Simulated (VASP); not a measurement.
# Cu (P6/mmm) in VASP: a series of runs

Cu is run at these levels: PBE; tasks: single point, relaxation of cell and atoms.

Everything below comes from runs of VASP 6.6.1. Logs are shortened: lines on timing, memory, paths and dates and some standing lists are left out, and cuts for length are marked.

## Step 1: The cell of the first run

It takes space group P6/mmm (No. 191, hexagonal). The conventional cell has a = 2.197 Å, b = 2.197 Å, c = 2.110 Å, α = 90.00°, β = 90.00°, γ = 120.00°. Cu (site symmetry 6/mmm) has 8 Cu at 2.11 to 2.20 Å within 2.8 Å.

This isn't the form of Cu at room conditions, which is fcc.

## Step 2: Single point, PBE

Input file INCAR:

```
SYSTEM = Cu
PREC = Accurate
ENCUT = 820
EDIFF = 1E-6
ISMEAR = -1
SIGMA = 0.05
LREAL = .FALSE.
LASPH = .TRUE.
NELM = 120
ALGO = Normal
ISIF = 2
LWAVE = .FALSE.
LCHARG = .TRUE.
GGA = PE
LELF = .TRUE.
LVHAR = .TRUE.
NBANDS = 16
GGA_COMPAT = .FALSE.
```

Input file KPOINTS:

```
Automatic mesh
0
G
  20 20 18
  0 0 0
```

Input file POSCAR:

```
Cu
1.0
    2.1973715606      0.0000000000      0.0000000000
   -1.0986857803      1.9029795930      0.0000000000
    0.0000000000      0.0000000000      2.1097535996
Cu
1
Direct
    0.0000000000      0.0000000000      0.0000000000
```

Potentials or basis: VASP PAW PBE potentials, release 64 (Cu_sv_GW).

On the command line:

```
$ cat potpaw_PBE.64/Cu_sv_GW/POTCAR > POTCAR
$ mpirun -np 1 vasp_std > vasp.out
```

OUTCAR:

```text
SYSTEM = Cu
   PREC = Accurate
   ENCUT = 820
   EDIFF = 1E-6
   ISMEAR = -1
   LREAL = .FALSE.
   LASPH = .TRUE.
   NELM = 120
   ISIF = 2
   GGA = PE

 ion  position               nearest neighbor table
   1  0.000  0.000  0.000-

  LATTYP: Found a hexagonal cell.
 ALAT       =     2.1973715606
 C/A-ratio  =     0.9601260148

  Lattice vectors:

 A1 = (   2.1973715606,   0.0000000000,   0.0000000000)
 A2 = (  -1.0986857803,   1.9029795930,   0.0000000000)
 A3 = (   0.0000000000,   0.0000000000,   2.1097535996)

Analysis of symmetry for initial positions (statically):
=====================================================================
 Subroutine PRICEL returns:
 Original cell was already a primitive cell.

 Routine SETGRP: Setting up the symmetry group for a
 hexagonal supercell.

 Subroutine GETGRP returns: Found 24 space group operations
 (whereof 24 operations were pure point group operations)
 out of a pool of 24 trial point group operations.

The static configuration has the point symmetry D_6h.

Analysis of symmetry for dynamics (positions and initial velocities):
=====================================================================
 Subroutine PRICEL returns:
 Original cell was already a primitive cell.

 Routine SETGRP: Setting up the symmetry group for a
 hexagonal supercell.

 Subroutine GETGRP returns: Found 24 space group operations
 (whereof 24 operations were pure point group operations)
 out of a pool of 24 trial point group operations.

The dynamic configuration has the point symmetry D_6h.

 Subroutine INISYM returns: Found 24 space group operations
 (whereof 24 operations are pure point group operations),
 and found     1 'primitive' translations

----------------------------------------------------------------------------------------

                                     Primitive cell

  volume of cell :       8.8220

  direct lattice vectors                    reciprocal lattice vectors
     2.197371561  0.000000000  0.000000000     0.455089170  0.262745855  0.000000000
    -1.098685780  1.902979593  0.000000000     0.000000000  0.525491710  0.000000000
     0.000000000  0.000000000  2.109753600     0.000000000  0.000000000  0.473989001

  length of vectors
     2.197371561  2.197371561  2.109753600     0.525491710  0.525491710  0.473989001

  position of ions in fractional coordinates (direct lattice)
     0.000000000  0.000000000  0.000000000

  ion indices of the primitive-cell ions
   primitive index   ion index
                 1           1

----------------------------------------------------------------------------------------

 KPOINTS: Automatic mesh

Automatic generation of k-mesh.
 Grid dimensions read from file:
 generate k-points for:   20   20   18

 Generating k-lattice:

  Cartesian coordinates                     Fractional coordinates (reciprocal lattice)
     0.022754459  0.013137293  0.000000000     0.050000000  0.000000000  0.000000000
     0.000000000  0.026274585  0.000000000     0.000000000  0.050000000  0.000000000
     0.000000000  0.000000000  0.026332722     0.000000000  0.000000000  0.055555556

  Length of vectors
     0.026274585  0.026274585  0.026332722

  Shift w.r.t. Gamma in fractional coordinates (k-lattice)
     0.000000000  0.000000000  0.000000000

 Subroutine IBZKPT returns following result:
 ===========================================

 Found    440 irreducible k-points:

 Following reciprocal coordinates:
            Coordinates               Weight
  0.000000  0.000000  0.000000      1.000000
  0.050000  0.000000  0.000000      6.000000
  0.100000 -0.000000  0.000000      6.000000
  0.150000 -0.000000  0.000000      6.000000
  0.200000 -0.000000  0.000000      6.000000
  0.250000 -0.000000  0.000000      6.000000
[... 16 lines left out ...]
  0.200000  0.100000  0.000000     12.000000
  0.250000  0.100000  0.000000     12.000000
 [... further k-points ...]
   k-points           NKPTS =    440   k-points in BZ     NKDIM =    440   number of bands    NBANDS=     16
   number of dos      NEDOS =    301   number of ions     NIONS =      1
   total plane-waves  NPLWV =  11520
   dimension x,y,z NGX =    24 NGY =   24 NGZ =   20
   dimension x,y,z NGXF=    48 NGYF=   48 NGZF=   40
   ions per type =               1
   NGX,Y,Z   is equivalent  to a cutoff of  18.16, 18.16, 15.76 a.u.
   NGXF,Y,Z  is equivalent  to a cutoff of  36.32, 36.32, 31.52 a.u.
 SYSTEM =  Cu
   PREC   = accura    normal or accurate (medium, high low for compatibility)
   ISTART =      0    job   : 0-new  1-cont  2-samecut
   ICHARG =      2    charge: 1-file 2-atom 10-const
   ISPIN  =      1    spin polarized calculation?
   LNONCOLLINEAR =      F non collinear calculations
   LSORBIT =      F    spin-orbit coupling
   LASPH  =      T    aspherical Exc in radial PAW
   ENCUT  =  820.0 eV  60.27 Ry    7.76 a.u.   5.13  5.13  4.93*2*pi/ulx,y,z
   NELM   =    120;   NELMIN=  2; NELMDL= -5     # of ELM steps
   EDIFF  = 0.1E-05   stopping-criterion for ELM
   LREAL  =      F    real-space projection
   EDIFFG = 0.1E-04   stopping-criterion for IOM
   NSW    =      0    number of steps for IOM
   IBRION =     -1    ionic relax: 0-MD 1-quasi-New 2-CG
   NFREE  =      0    steps in history (QN), initial steepest desc. (CG)
   ISIF   =      2    stress and relaxation
   ISYM   =      2    0-nonsym 1-usesym 2-fastsym
   POTIM  = 0.5000    time-step for ionic-motion
   TEBEG  =    0.0;   TEEND  =   0.0 temperature during run
   PSTRESS=    0.0 pullay stress
   NELECT =      19.0000    total number of electrons
   NUPDOWN=      -1.0000    fix difference up-down
   EMIN   =  10.00;   EMAX   =-10.00  energy-range for DOS
   EFERMI =   0.00;   METHOD = LEGACY
   ISMEAR =    -1;   SIGMA  =   0.05  broadening in eV -4-tet -1-fermi 0-gaus
   EFERMI_NEDOS =   21; number of points for ismear=-14 and -15
   IALGO  =     38    algorithm
   IMIX   =      4    mixing-type and parameters
     AMIX     =   0.40;   BMIX     =  1.00
     AMIX_MAG =   1.60;   BMIX_MAG =  1.00
  volume/ion in A,a.u.               =       8.82        59.53
  Fermi-wavevector in a.u.,A,eV,Ry     =   2.114152  3.995168 60.813136  4.469639
  Thomas-Fermi vector in A             =   3.100431
   LORBIT       =      0    0 simple, 1 ext, 2 COOP (PROOUT), +10 PAW based schemes
   GGA     = PE    functional components
   LHFCALC =     F    Hartree Fock is set to
   AEXX    =    0.0000 exact exchange contribution
   IVDW    =     0    specifies the selected vdW correction
   LEPSILON=     F    determine dielectric tensor
   LRPA    =     F    only Hartree local field effects (RPA)
 non-spin polarized calculation
  energy-cutoff  :      820.00
  volume of cell :        8.82
 maximum number of plane-waves:       480
 NGX is ok and might be reduce to    24

 number of electron      18.9999998 magnetization

 Free energy of the ion-electron system (eV)
  ---------------------------------------------------
  ext. energy  EPLUGINS =         0.00000000
  ---------------------------------------------------
  free energy    TOTEN  =        -2.45928606 eV

  energy without entropy =       -2.45806259  energy(sigma->0) =       -2.45867433

 E-fermi :  11.7941     XC(G=0): -15.2746

 val. band max:       11.7788575918   @ k =   0.2500   0.2000   0.1667
 cond. band min:      11.8336880092   @ k =   0.3500   0.1500   0.0000
 fundamental gap:      0.0548304174
 Fermi energy:        11.7940550739

 k-point     1 :       0.0000    0.0000    0.0000
  band No.  band energies     occupation
      1    -101.7207      2.00000
      2     -58.8794      2.00000
      3     -58.8794      2.00000
      4     -58.8055      2.00000
      5      -0.0066      2.00000
      6       5.4824      2.00000
[... 8 lines left out ...]
     15      42.2462      0.00000
     16      44.0192      0.00000

 k-point     2 :       0.0500    0.0000    0.0000
  band No.  band energies     occupation
      1    -101.7191      2.00000
      2     -58.8908      2.00000
      3     -58.8822      2.00000
      4     -58.8044      2.00000
      5       0.1065      2.00000
      6       5.5116      2.00000
[... 8 lines left out ...]
     15      40.9359      0.00000
     16      45.4336      0.00000

 k-point     3 :       0.1000   -0.0000    0.0000
  band No.  band energies     occupation
      1    -101.7141      2.00000
      2     -58.9223      2.00000
      3     -58.8900      2.00000
      4     -58.8014      2.00000
      5       0.4413      2.00000
      6       5.5955      2.00000
[... 8 lines left out ...]
     15      39.9976      0.00000
     16      47.5509      0.00000

 k-point     4 :       0.1500   -0.0000    0.0000
  band No.  band energies     occupation
      1    -101.7060      2.00000
      2     -58.9713      2.00000
      3     -58.9015      2.00000
      4     -58.7962      2.00000
      5       0.9834      2.00000
      6       5.7216      2.00000
[... 8 lines left out ...]
     15      39.8263      0.00000
     16      49.7792      0.00000
[... 324 lines left out ...]
 k-point    22 :       0.1500    0.1000    0.0000
  band No.  band energies     occupation
      1    -101.6918      2.00000
      2     -59.0506      2.00000
      3     -58.9287      2.00000
      4     -58.7871      2.00000
      5       2.0111      2.00000
      6       5.9471      2.00000
[... 8 lines left out ...]
     15      42.1503      0.00000
     16      48.2470      0.00000

 k-point    23 :       0.2000    0.1000    0.0000
  band No.  band energies     occupation
      1    -101.6811      2.00000
      2     -59.1111      2.00000
      3     -58.9482      2.00000
      4     -58.7801      2.00000
      5       2.8460      2.00000
      6       6.0592      2.00000
[... 8 lines left out ...]
     15      42.0249      0.00000
     16      49.9610      0.00000

 k-point    24 :       0.2500    0.1000    0.0000
  band No.  band energies     occupation
      1    -101.6703      2.00000
      2     -59.1715      2.00000
      3     -58.9677      2.00000
      4     -58.7732      2.00000
      5       3.7042      2.00000
      6       6.0500      2.00000
[... 8 lines left out ...]
     15      41.7074      0.00000
     16      51.9695      0.00000

 [... further k-points ...]

------------------------ aborting loop because EDIFF is reached ----------------------------------------

  FORCE on cell =-STRESS in cart. coord.  units (eV):
  Direction    XX          YY          ZZ          XY          YZ          ZX
  --------------------------------------------------------------------------------------
  -------------------------------------------------------------------------------------
  Total        6.5015045      6.5015045      6.5095266      0.0000000     -0.0000000      0.0000000
  in kB     1180.7422016   1180.7422016   1182.1990834      0.0000000     -0.0000000      0.0000000
  external PRESSURE =    1181.2278289 kB  Pullay stress =       0.0000000 kB

 VOLUME and BASIS-vectors are now :
 -----------------------------------------------------------------------------
  energy-cutoff  :      820.00
  volume of cell :        8.82
      direct lattice vectors                 reciprocal lattice vectors
     2.197371561  0.000000000  0.000000000     0.455089170  0.262745855  0.000000000
    -1.098685780  1.902979593  0.000000000     0.000000000  0.525491710  0.000000000
     0.000000000  0.000000000  2.109753600     0.000000000  0.000000000  0.473989001

 POSITION                                       TOTAL-FORCE (eV/Angst)
 -----------------------------------------------------------------------------------
      0.00000      0.00000      0.00000        -0.000000      0.000000      0.000000
 -----------------------------------------------------------------------------------
    total drift:                                0.000000      0.000000      0.000000

  FREE ENERGIE OF THE ION-ELECTRON SYSTEM (eV)
  ---------------------------------------------------
  free  energy   TOTEN  =        -2.4592860632 eV

  energy  without entropy=       -2.4580625920  energy(sigma->0) =       -2.45867433
```

Run time: 35 s. Hardware: 1 thread of Intel Xeon 6975P-C (Granite Rapids), shared host; peak memory 0.26 GiB.

What came out:

| Item | Value |
| --- | --- |
| Free energy | -2.4593 eV |
| Pressure | 118.1 GPa |
| Band gap on the k mesh | zero (an odd number of electrons rules out a gap without spin polarisation) |

Levels at points of the mesh, in eV from the Fermi level:
| k point | band 6 | band 7 | band 8 | band 9 | band 10 | band 11 | band 12 | band 13 | band 14 | band 15 |
| --- | --- | --- | --- | --- | --- | --- | --- | --- | --- | --- |
| (0.00, 0.00, 0.00) | -6.31 | -4.16 | -4.16 | -1.72 | -1.72 | 21.37 | 25.41 | 27.16 | 30.45 | 30.45 |
| (0.50, 0.00, 0.00) | -5.54 | -3.21 | -2.05 | -2.02 | -1.51 | 5.48 | 18.78 | 25.42 | 29.01 | 32.77 |
| (0.00, 0.00, 0.50) | -3.80 | -3.80 | -3.58 | -3.02 | -3.02 | 3.48 | 31.11 | 34.47 | 34.47 | 35.03 |
| (0.50, 0.00, 0.50) | -5.96 | -3.65 | -1.41 | -0.91 | 5.85 | 6.54 | 13.33 | 15.62 | 25.73 | 28.04 |

Caveat: the cell stands under pressure.

## Step 3: Relaxation of cell and atoms, PBE, target pressure 120 GPa, at which the enthalpy is minimised

This run uses another cell than the first one: it holds 3 atoms, not 1.

Input file INCAR:

```
  PREC = Accurate
  ENCUT = 600
  EDIFF = 1E-7
  ISMEAR = -1
  SIGMA = 0.05
  LREAL = F
  LASPH = T
  NELM = 80
  ALGO = Normal
  ISIF = 3
  LWAVE = F
  LCHARG = F
  GGA = PE
  IBRION = 2
  NSW = 60
  EDIFFG = -0.005
  PSTRESS = 1200.0
```

Input file KPOINTS:

```
Automatic mesh
0
Gamma
  10 10 14
```

Input file POSCAR:

```
Cu
1.0
    3.6055206200      0.0000000000      0.0000000000
   -1.8027603100      3.1224724508      0.0000000000
    0.0000000000      0.0000000000      2.2354227844
Cu
3
Direct
    0.0000000000      0.0000000000      0.0000000000
    0.3333333333      0.6666666667      0.5000000000
    0.6666666667      0.3333333333      0.5000000000
```

Potentials or basis: VASP PAW PBE potentials, release 64 (Cu).

On the command line:

```
$ cat potpaw_PBE.64/Cu/POTCAR > POTCAR
$ mpirun -np 1 vasp_std > vasp.out
```

Wall time 11 min (1 thread of AMD EPYC 7R13, shared host); peak memory 0.16 GiB.

Results (log left out):

- Free energy: -8.0264 eV
- Relaxed volume: 8.49 Å³/atom
- Relaxed cell: a = 3.662 Å, b = 3.662 Å, c = 2.194 Å, α = 90.00°, β = 90.00°, γ = 120.00°
- Space group after relaxing (to 0.1 Å): P6/mmm (No. 191)
- Energy change on relaxing (the run minimises the enthalpy): -95.7 meV/atom
- Ionic steps: 8
- Pressure after relaxing: 120.0 GPa
- Band gap on the k mesh: zero (an odd number of electrons rules out a gap without spin polarisation)

Step by step:
```csv
step,energy change (eV),largest force (eV/Å),pressure (GPa),volume (Å³)
1,0.0000,0.0000,128.52,25.17
2,-1.1084,0.0000,91.88,26.79
3,-0.4792,0.0000,113.56,25.74
4,0.0854,0.0000,131.66,25.03
5,-0.3143,0.0000,119.16,25.51
6,-0.3108,0.0000,119.23,25.51
7,-0.2461,0.0000,121.33,25.42
8,-0.2870,0.0000,120.03,25.47
```

Final structure:
```
Cu
1.0
     3.66197    0.00000    0.00000
    -1.83099    3.17136    0.00000
     0.00000    0.00000    2.19350
Cu
3
Cartesian
  3.6620 0.0000 0.0000
  0.0000 2.1142 1.0968
  1.8310 1.0571 1.0968
```

Levels at points of the mesh, in eV from the Fermi level:
| k point | band 12 | band 13 | band 14 | band 15 | band 16 | band 17 | band 18 | band 19 | band 20 |
| --- | --- | --- | --- | --- | --- | --- | --- | --- | --- |
| (0.00, 0.00, 0.00) | -3.34 | -3.28 | -3.28 | -1.95 | -1.95 | 5.59 | 5.59 | 5.59 | 5.59 |
| (0.50, 0.00, 0.00) | -2.60 | -2.34 | -2.31 | -2.30 | -2.15 | -1.91 | -1.75 | 6.23 | 16.37 |
| (0.00, 0.00, 0.50) | -2.48 | -2.20 | -2.20 | -1.46 | -0.24 | 0.79 | 10.03 | 10.59 | 10.59 |
| (0.50, 0.00, 0.50) | -2.60 | -2.40 | -2.00 | -1.70 | 0.42 | 0.80 | 4.64 | 5.62 | 8.56 |

Caveat: the cell is relaxed towards a set pressure, so the run minimises the enthalpy, not the energy.

## Step 4: Relaxation of cell and atoms, PBE, target pressure 120 GPa, at which the enthalpy is minimised

This run uses another cell than the first one: it holds 3 atoms, not 1.

Input file INCAR:

```
SYSTEM = Cu
ALGO     = Normal         ! electronic algorithm
EDIFF    = 1E-6           ! SCF threshold, eV
EDIFFG   = -0.005         ! ionic threshold
ENCUT    = 600            ! plane-wave cutoff, eV
GGA      = PE             ! functional
IBRION   = 2              ! ionic algorithm
ISIF     = 3              ! what is computed and relaxed
ISMEAR   = -1             ! smearing method
LASPH    = .TRUE.         ! aspherical terms in the spheres
LCHARG   = .FALSE.        ! write CHGCAR
LREAL    = .FALSE.        ! projectors in reciprocal space
LWAVE    = .FALSE.        ! write WAVECAR
NELM     = 100            ! most SCF steps
NSW      = 32             ! ionic steps
PREC     = Accurate       ! precision mode
PSTRESS  = 1200.0       
SIGMA    = 0.05           ! smearing width, eV
```

Input file KPOINTS:

```
k-points
0
G
  10 10 14
  0 0 0
```

Input file POSCAR:

```
Cu
1.0
    3.6602378290      0.0000000000      0.0000000000
   -1.8301189145      3.1698589438      0.0000000000
    0.0000000000      0.0000000000      2.1927566636
Cu
3
Direct
    0.0000000000      0.0000000000      0.0000000000
    0.3333333333      0.6666666667      0.5000000000
    0.6666666667      0.3333333333      0.5000000000
```

On the command line:

```
$ cat potpaw_PBE.64/Cu/POTCAR > POTCAR
$ mpirun -np 1 vasp_std > vasp.out
```

Run time: 3.7 min. Hardware: 1 thread of AMD EPYC 7R13, shared host; peak memory 0.16 GiB.

It converged, with:

- Free energy: -8.0276 eV
- Relaxed volume: 8.49 Å³/atom
- Relaxed cell: a = 3.662 Å, b = 3.662 Å, c = 2.194 Å, α = 90.00°, β = 90.00°, γ = 120.00°
- Space group after relaxing (to 0.1 Å): P6/mmm (No. 191)
- Energy change on relaxing (the run minimises the enthalpy): -8.6 meV/atom
- Ionic steps: 3
- Pressure after relaxing: 120.0 GPa
- Band gap on the k mesh: zero (an odd number of electrons rules out a gap without spin polarisation)

The path:
```tsv
step	energy change (eV)	largest force (eV/Å)	pressure (GPa)	volume (Å³)
1	0.0000	0.0000	120.96	25.44
2	-0.1393	0.0000	116.26	25.63
3	-0.0258	0.0000	119.98	25.48
```

Final structure:
```
CELL_PARAMETERS angstrom
3.66195 0.00000 0.00000
-1.83097 3.17134 0.00000
0.00000 0.00000 2.19367
ATOMIC_POSITIONS crystal
Cu 0.00000 0.00000 0.00000
Cu 0.33333 0.66667 0.50000
Cu 0.66667 0.33333 0.50000
```

Levels at points of the mesh, in eV from the Fermi level:
| k point | band 13 | band 14 | band 15 | band 16 | band 17 | band 18 | band 19 | band 20 |
| --- | --- | --- | --- | --- | --- | --- | --- | --- |
| (0.00, 0.00, 0.00) | -3.28 | -3.28 | -1.95 | -1.95 | 5.59 | 5.59 | 5.59 | 5.59 |
| (0.50, 0.00, 0.00) | -2.34 | -2.31 | -2.30 | -2.15 | -1.91 | -1.75 | 6.23 | 16.37 |
| (0.00, 0.00, 0.50) | -2.20 | -2.20 | -1.46 | -0.24 | 0.79 | 10.03 | 10.59 | 10.59 |
| (0.50, 0.00, 0.50) | -2.40 | -2.00 | -1.70 | 0.42 | 0.80 | 4.64 | 5.62 | 8.55 |

Caveat: the cell is relaxed towards a set pressure, so the run minimises the enthalpy, not the energy.

## Step 5: The runs side by side

```csv
task,potentials or basis,cell,k mesh,cutoff (eV),gap on the mesh (eV),pressure (GPa)
single point,"VASP PAW PBE potentials, release 64 (Cu_sv_GW)","a = 2.197, b = 2.197, c = 2.110 Å, angles 90.0, 90.0, 120.0°, 1 atom, atomic positions A",20 × 20 × 18,820,none,118.1
relaxation of cell and atoms,"VASP PAW PBE potentials, release 64 (Cu)","relaxed to 120 GPa from a = 3.606, b = 3.606, c = 2.235 Å, angles 90.0, 90.0, 120.0°, 3 atoms, atomic positions B",10 × 10 × 14,600,none,120.0
relaxation of cell and atoms,"VASP PAW PBE potentials, release 64 (Cu)","relaxed to 120 GPa from a = 3.660, b = 3.660, c = 2.193 Å, angles 90.0, 90.0, 120.0°, 3 atoms, atomic positions B",10 × 10 × 14,600,none,120.0
```

Alike in all rows: level PBE; no spin polarisation; smearing fermi-dirac 0.05 eV.

Caveats: the cell is relaxed towards a set pressure, so the run minimises the enthalpy, not the energy (at least some runs); the cell stands under pressure (at least some runs).

Total energies depend on the potentials used, so only differences within one code and one set of settings carry meaning.

The gap in the log of VASP goes by the Fermi energy; the results here count the filled bands.